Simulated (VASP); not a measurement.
The system is KNd2Sb3.

```
K Nd Sb
1.0
    -2.82691    3.23280    5.59964
     2.82691   -3.23280    5.59964
     2.82691    3.23280   -5.59964
K Nd Sb
1 2 3
Direct
  0.00000 0.00000 0.00000
  0.67010 0.67010 0.00000
  0.32990 0.32990 0.00000
  0.86069 0.36069 0.50000
  0.13931 0.63931 0.50000
  0.50000 0.00000 0.50000
```

The cell was built from a structure type or drawn by symmetry, and may not be a known phase.

- Program: VASP 6.6.1
- Task: relaxation of cell and atoms
- Functional: PBE
- Potentials or basis: VASP PAW PBE potentials, release 64 (K_sv, Nd_3, Sb), 4f in core
- Cutoff: 500 eV
- k mesh: 4 × 4 × 4
- Occupations: gaussian, width 0.2 eV
- Spin: no spin polarisation

At the start: pressure -1.6 GPa; volume 34.12 Å³/atom.

**Question.** How do energy, volume and symmetry change on relaxing?

**Answer.** Over 15 steps the energy falls by 159.3 meV/atom and the volume is 34.78 Å³/atom (+2.0 %); space group Immm (No. 71, to 0.1 Å) before and after.

The path:
| step | energy change (eV) | largest force (eV/Å) | pressure (GPa) | volume (Å³) |
| --- | --- | --- | --- | --- |
| 1 | 0.0000 | 0.7838 | -1.57 | 204.70 |
| 2 | -0.1881 | 0.7953 | 0.41 | 194.87 |
| 3 | -0.1973 | 0.7935 | 1.06 | 192.36 |
| 4 | -0.2942 | 0.6642 | 0.52 | 194.96 |
| 5 | -0.4240 | 0.6272 | -0.17 | 200.77 |
| 6 | -0.3522 | 1.2812 | 0.06 | 212.24 |
| 7 | -0.4673 | 0.5769 | -0.28 | 204.00 |
| 8 | -0.5783 | 0.5283 | -0.29 | 204.79 |
| 9 | -0.7178 | 0.6983 | 0.04 | 206.35 |
| 10 | -0.7267 | 0.7515 | 0.26 | 206.83 |
| 11 | -0.8332 | 0.6517 | -0.01 | 209.70 |
| 12 | -0.9130 | 0.4303 | -0.31 | 214.36 |
| 13 | -0.9140 | 0.3975 | -0.34 | 214.97 |
| 14 | -0.9483 | 0.1947 | -0.03 | 211.40 |
| 15 | -0.9561 | 0.0761 | 0.25 | 208.69 |

Final structure:
```xyz
6
Lattice="-2.7016 3.2690 5.9075 2.7016 -3.2690 5.9075 2.7016 3.2690 -5.9075" Properties=species:S:1:pos:R:3 pbc="T T T"
K     0.0000    0.0000    0.0000
Nd    2.7016    3.2690    1.9441
Nd    0.0000    0.0000    3.9634
Sb    0.0000    3.2690    3.4347
Sb    2.7016    0.0000    2.4728
Sb    0.0000    3.2690    0.0000
```

Caveat: the relaxation stopped at a loose force limit of 0.08 eV/Å, so its end isn't a converged minimum.
